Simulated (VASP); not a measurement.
# BaS (Fm-3m) in VASP: a series of runs

BaS is run at these levels: PBEsol; tasks: single point.

Everything below comes from runs of VASP 6.6.1. Logs are shortened: lines on timing, memory, paths and dates and some standing lists are left out, and cuts for length are marked.

## 1. The cell of the first run

It takes space group Fm-3m (No. 225, cubic). The conventional cell has a = 6.440 Å, b = 6.440 Å, c = 6.440 Å, α = 90.00°, β = 90.00°, γ = 90.00°. Within 4.2 Å of Ba (site symmetry m-3m) lie 6 S at 3.22 Å. S (site symmetry m-3m) has 6 Ba at 3.22 Å within 4.2 Å.

## 2. Single point, PBEsol (volume scaled by 1.025)

Input file INCAR:

```
PREC = Accurate
ENCUT = 520
EDIFF = 1E-7
ISMEAR = -1
SIGMA = 0.02
LREAL = F
LASPH = T
NELM = 100
ALGO = Normal
ISIF = 2
LWAVE = F
LCHARG = F
GGA = PS
NBANDS = 15
```

Input file KPOINTS:

```
Automatic mesh
0
Gamma
  8 8 8
```

Input file POSCAR:

```
BaS
1.0
    0.0000000000      3.2201458251      3.2201458251
    3.2201458251      0.0000000000      3.2201458251
    3.2201458251      3.2201458251      0.0000000000
Ba S
1 1
Direct
    0.0000000000      0.0000000000      0.0000000000
    0.5000000000      0.5000000000      0.5000000000
```

Potentials or basis: VASP PAW PBE potentials, release 64 (Ba_sv, S).

Command:

```bash
> cat potpaw_PBE.64/Ba_sv/POTCAR potpaw_PBE.64/S/POTCAR > POTCAR
> mpirun -np 1 vasp_std > vasp.out
```

OUTCAR:

```text
PREC = Accurate
   ENCUT = 520
   EDIFF = 1E-7
   ISMEAR = -1
   LREAL = F
   LASPH = T
   NELM = 100
   ISIF = 2
   GGA = PS

 ion  position               nearest neighbor table
   1  0.000  0.000  0.000-   2 3.22   2 3.22   2 3.22   2 3.22   2 3.22   2 3.22
   2  0.500  0.500  0.500-   1 3.22   1 3.22   1 3.22   1 3.22   1 3.22   1 3.22

  LATTYP: Found a face centered cubic cell.
 ALAT       =     6.4402916502

  Lattice vectors:

 A1 = (   0.0000000000,   3.2201458251,   3.2201458251)
 A2 = (   3.2201458251,   0.0000000000,   3.2201458251)
 A3 = (   3.2201458251,   3.2201458251,   0.0000000000)

Analysis of symmetry for initial positions (statically):
=====================================================================
 Subroutine PRICEL returns:
 Original cell was already a primitive cell.

 Routine SETGRP: Setting up the symmetry group for a
 face centered cubic supercell.

 Subroutine GETGRP returns: Found 48 space group operations
 (whereof 48 operations were pure point group operations)
 out of a pool of 48 trial point group operations.

The static configuration has the point symmetry O_h .

Analysis of symmetry for dynamics (positions and initial velocities):
=====================================================================
 Subroutine PRICEL returns:
 Original cell was already a primitive cell.

 Routine SETGRP: Setting up the symmetry group for a
 face centered cubic supercell.

 Subroutine GETGRP returns: Found 48 space group operations
 (whereof 48 operations were pure point group operations)
 out of a pool of 48 trial point group operations.

The dynamic configuration has the point symmetry O_h .

 Subroutine INISYM returns: Found 48 space group operations
 (whereof 48 operations are pure point group operations),
 and found     1 'primitive' translations

----------------------------------------------------------------------------------------

                                     Primitive cell

  volume of cell :      66.7816

  direct lattice vectors                    reciprocal lattice vectors
     0.000000000  3.220145825  3.220145825    -0.155272471  0.155272471  0.155272471
     3.220145825  0.000000000  3.220145825     0.155272471 -0.155272471  0.155272471
     3.220145825  3.220145825  0.000000000     0.155272471  0.155272471 -0.155272471

  length of vectors
     4.553973899  4.553973899  4.553973899     0.268939809  0.268939809  0.268939809

  position of ions in fractional coordinates (direct lattice)
     0.000000000  0.000000000  0.000000000
     0.500000000  0.500000000  0.500000000

  ion indices of the primitive-cell ions
   primitive index   ion index
                 1           1
                 2           2

----------------------------------------------------------------------------------------

 KPOINTS: Automatic mesh

Automatic generation of k-mesh.
 Grid dimensions read from file:
 generate k-points for:    8    8    8

 Generating k-lattice:

  Cartesian coordinates                     Fractional coordinates (reciprocal lattice)
    -0.019409059  0.019409059  0.019409059     0.125000000  0.000000000  0.000000000
     0.019409059 -0.019409059  0.019409059     0.000000000  0.125000000  0.000000000
     0.019409059  0.019409059 -0.019409059     0.000000000  0.000000000  0.125000000

  Length of vectors
     0.033617476  0.033617476  0.033617476

  Shift w.r.t. Gamma in fractional coordinates (k-lattice)
     0.000000000  0.000000000  0.000000000

 Subroutine IBZKPT returns following result:
 ===========================================

 Found     29 irreducible k-points:

 Following reciprocal coordinates:
            Coordinates               Weight
  0.000000  0.000000  0.000000      1.000000
  0.125000  0.000000  0.000000      8.000000
  0.250000  0.000000  0.000000      8.000000
  0.375000  0.000000  0.000000      8.000000
  0.500000  0.000000  0.000000      4.000000
  0.125000  0.125000  0.000000      6.000000
[... 16 lines left out ...]
  0.500000  0.250000  0.125000     48.000000
 -0.375000  0.250000  0.125000     24.000000
 [... further k-points ...]
   k-points           NKPTS =     29   k-points in BZ     NKDIM =     29   number of bands    NBANDS=     15
   number of dos      NEDOS =    301   number of ions     NIONS =      2
   total plane-waves  NPLWV =  46656
   dimension x,y,z NGX =    36 NGY =   36 NGZ =   36
   dimension x,y,z NGXF=    72 NGYF=   72 NGZF=   72
   ions per type =               1   1
   NGX,Y,Z   is equivalent  to a cutoff of  13.14, 13.14, 13.14 a.u.
   NGXF,Y,Z  is equivalent  to a cutoff of  26.28, 26.28, 26.28 a.u.
 SYSTEM =  unknown system
   PREC   = accura    normal or accurate (medium, high low for compatibility)
   ISTART =      0    job   : 0-new  1-cont  2-samecut
   ICHARG =      2    charge: 1-file 2-atom 10-const
   ISPIN  =      1    spin polarized calculation?
   LNONCOLLINEAR =      F non collinear calculations
   LSORBIT =      F    spin-orbit coupling
   LASPH  =      T    aspherical Exc in radial PAW
   ENCUT  =  520.0 eV  38.22 Ry    6.18 a.u.   8.47  8.47  8.47*2*pi/ulx,y,z
   NELM   =    100;   NELMIN=  2; NELMDL= -5     # of ELM steps
   EDIFF  = 0.1E-06   stopping-criterion for ELM
   LREAL  =      F    real-space projection
   EDIFFG = 0.1E-05   stopping-criterion for IOM
   NSW    =      0    number of steps for IOM
   IBRION =     -1    ionic relax: 0-MD 1-quasi-New 2-CG
   NFREE  =      0    steps in history (QN), initial steepest desc. (CG)
   ISIF   =      2    stress and relaxation
   ISYM   =      2    0-nonsym 1-usesym 2-fastsym
   POTIM  = 0.5000    time-step for ionic-motion
   TEBEG  =    0.0;   TEEND  =   0.0 temperature during run
   PSTRESS=    0.0 pullay stress
   NELECT =      16.0000    total number of electrons
   NUPDOWN=      -1.0000    fix difference up-down
   EMIN   =  10.00;   EMAX   =-10.00  energy-range for DOS
   EFERMI =   0.00;   METHOD = LEGACY
   ISMEAR =    -1;   SIGMA  =   0.02  broadening in eV -4-tet -1-fermi 0-gaus
   EFERMI_NEDOS =   21; number of points for ismear=-14 and -15
   IALGO  =     38    algorithm
   IMIX   =      4    mixing-type and parameters
     AMIX     =   0.40;   BMIX     =  1.00
     AMIX_MAG =   1.60;   BMIX_MAG =  1.00
  volume/ion in A,a.u.               =      33.39       225.33
  Fermi-wavevector in a.u.,A,eV,Ry     =   1.016785  1.921446 14.066417  1.033852
  Thomas-Fermi vector in A             =   2.150149
   LORBIT       =      0    0 simple, 1 ext, 2 COOP (PROOUT), +10 PAW based schemes
   GGA     = PS    functional components
   LHFCALC =     F    Hartree Fock is set to
   AEXX    =    0.0000 exact exchange contribution
   IVDW    =     0    specifies the selected vdW correction
   LEPSILON=     F    determine dielectric tensor
   LRPA    =     F    only Hartree local field effects (RPA)
 non-spin polarized calculation
  energy-cutoff  :      520.00
  volume of cell :       66.78
 maximum number of plane-waves:      1824
 NGX is ok and might be reduce to    36
   NGX = 17   NGY = 17   NGZ = 17

 number of electron      16.0000002 magnetization

 Free energy of the ion-electron system (eV)
  ---------------------------------------------------
  ext. energy  EPLUGINS =         0.00000000
  ---------------------------------------------------
  free energy    TOTEN  =       -10.70760070 eV

  energy without entropy =      -10.70760070  energy(sigma->0) =      -10.70760070

 E-fermi :   1.6605     XC(G=0):  -8.7202

 val. band max:        1.2156532436   @ k =   0.0000   0.0000   0.0000
 cond. band min:       3.2409291834   @ k =   0.5000   0.5000   0.0000
 fundamental gap:      2.0252759398
 Fermi energy:         1.6605150448

 k-point     1 :       0.0000    0.0000    0.0000
  band No.  band energies     occupation
      1     -24.8975      2.00000
      2      -9.9419      2.00000
      3      -9.9419      2.00000
      4      -9.9419      2.00000
      5      -9.0990      2.00000
      6       1.2157      2.00000
      7       1.2157      2.00000
      8       1.2157      2.00000
      9       4.5079      0.00000
     10       4.9981      0.00000
     11       4.9981      0.00000
     12       4.9981      0.00000
     13       5.9246      0.00000
     14       5.9246      0.00000
     15       9.6882      0.00000

 k-point     2 :       0.1250    0.0000    0.0000
  band No.  band energies     occupation
      1     -24.8917      2.00000
      2     -10.2132      2.00000
      3      -9.9475      2.00000
      4      -9.9475      2.00000
      5      -8.8141      2.00000
      6       0.7966      2.00000
      7       1.0108      2.00000
      8       1.0108      2.00000
      9       4.9272      0.00000
     10       5.1792      0.00000
     11       5.2275      0.00000
     12       5.2275      0.00000
     13       6.3666      0.00000
     14       6.3666      0.00000
     15      10.3083      0.00000

 k-point     3 :       0.2500    0.0000    0.0000
  band No.  band energies     occupation
      1     -24.8775      2.00000
      2     -10.6145      2.00000
      3      -9.9607      2.00000
      4      -9.9607      2.00000
      5      -8.3783      2.00000
      6       0.0551      2.00000
      7       0.6051      2.00000
      8       0.6051      2.00000
      9       5.1847      0.00000
     10       5.8679      0.00000
     11       5.8679      0.00000
     12       6.3139      0.00000
     13       7.4736      0.00000
     14       7.4736      0.00000
     15      11.5439      0.00000
[... 343 lines left out ...]
 k-point    23 :       0.5000    0.2500    0.1250
  band No.  band energies     occupation
      1     -24.8558      2.00000
      2     -10.7554      2.00000
      3     -10.1155      2.00000
      4     -10.0186      2.00000
      5      -8.2600      2.00000
      6      -0.2472      2.00000
      7       0.3167      2.00000
      8       0.6664      2.00000
      9       4.9781      0.00000
     10       6.6182      0.00000
     11       7.2266      0.00000
     12       7.3804      0.00000
     13       8.5095      0.00000
     14       9.7372      0.00000
     15      10.3361      0.00000

 k-point    24 :      -0.3750    0.2500    0.1250
  band No.  band energies     occupation
      1     -24.8511      2.00000
      2     -10.8026      2.00000
      3     -10.1250      2.00000
      4     -10.0409      2.00000
      5      -8.2198      2.00000
      6      -0.2741      2.00000
      7       0.3622      2.00000
      8       0.4282      2.00000
      9       5.7617      0.00000
     10       5.9524      0.00000
     11       7.7280      0.00000
     12       7.8970      0.00000
     13       8.8688      0.00000
     14       9.7820      0.00000
     15      10.3703      0.00000

 [... further k-points ...]
[... 5 lines left out ...]
  --------------------------------------------------------------------------------------
  -------------------------------------------------------------------------------------
  Total       -0.6452860     -0.6452860     -0.6452860      0.0000000      0.0000000      0.0000000
  in kB      -15.4812573    -15.4812573    -15.4812573      0.0000000      0.0000000      0.0000000
  external PRESSURE =     -15.4812573 kB  Pullay stress =       0.0000000 kB

 VOLUME and BASIS-vectors are now :
 -----------------------------------------------------------------------------
  energy-cutoff  :      520.00
  volume of cell :       66.78
      direct lattice vectors                 reciprocal lattice vectors
     0.000000000  3.220145825  3.220145825    -0.155272471  0.155272471  0.155272471
     3.220145825  0.000000000  3.220145825     0.155272471 -0.155272471  0.155272471
     3.220145825  3.220145825  0.000000000     0.155272471  0.155272471 -0.155272471

 POSITION                                       TOTAL-FORCE (eV/Angst)
 -----------------------------------------------------------------------------------
      0.00000      0.00000      0.00000         0.000000      0.000000      0.000000
      3.22015      3.22015      3.22015        -0.000000     -0.000000     -0.000000
 -----------------------------------------------------------------------------------
    total drift:                                0.000000      0.000000      0.000000

  FREE ENERGIE OF THE ION-ELECTRON SYSTEM (eV)
  ---------------------------------------------------
  free  energy   TOTEN  =       -10.7076007005 eV

  energy  without entropy=      -10.7076007005  energy(sigma->0) =      -10.70760070
```

Run time: 29 s. Hardware: 1 thread of AMD EPYC 7R13 (Zen 3), shared host; peak memory 0.18 GiB.

What came out:

```
Free energy            : -10.7076 eV
Pressure               : -1.5 GPa
Band gap on the k mesh : 2.03 eV, indirect (least direct gap 2.18 eV)
```

Caveat: the PAW data sets were made with another functional, which shifts forces and pressure a little; spin-orbit coupling is left out, which moves the levels of the heavy elements. A k mesh can miss the band edges.

## 3. Single point, PBEsol (volume scaled by 1.01)

Input file INCAR:

```
SYSTEM = BaS
ALGO = Normal
EDIFF = 1E-6
ENCUT = 520
GGA = PS
ISIF = 2
ISMEAR = -1
LASPH = .True.
LCHARG = .False.
LREAL = .False.
LWAVE = .False.
NBANDS = 15
NELM = 60
PREC = Accurate
SIGMA = 0.02
```

Input file KPOINTS:

```
k-points
0
Gamma
  8 8 8
  0 0 0
```

Input file POSCAR:

```
BaS
1.0
    0.0000000000      3.2043605431      3.2043605431
    3.2043605431      0.0000000000      3.2043605431
    3.2043605431      3.2043605431      0.0000000000
Ba S
1 1
Direct
    0.0000000000      0.0000000000      0.0000000000
    0.5000000000      0.5000000000      0.5000000000
```

Potentials or basis: VASP PAW PBE potentials, release 64 (Ba_sv, S).

Command:

```bash
> cat potpaw_PBE.64/Ba_sv/POTCAR potpaw_PBE.64/S/POTCAR > POTCAR
> mpirun -np 1 vasp_std > vasp.out
```

Run time: 29 s. Hardware: 1 thread of AMD EPYC 7R13 (Zen 3), shared host; peak memory 0.18 GiB.

It converged, with:

```yaml
Free_energy: -10.7151 eV
Pressure: -1.0 GPa
Band_gap_on_the_k_mesh: 2.00 eV, indirect (least direct gap 2.15 eV)
```

Levels at points of the mesh, in eV from the valence-band top:
```
           k point  band 6  band 7  band 8  band 9  band 10  band 11
(0.00, 0.00, 0.00)    0.00    0.00    0.00    3.36     3.78     3.78
(0.50, 0.00, 0.00)   -1.97   -1.09   -1.09    5.43     5.49     6.23
(0.50, 0.50, 0.00)   -0.55   -0.15   -0.15    2.00     5.86     5.88
```

Caveat: the PAW data sets were made with another functional, which shifts forces and pressure a little; spin-orbit coupling is left out, which moves the levels of the heavy elements.

(Part 1 of 3 ends here.)
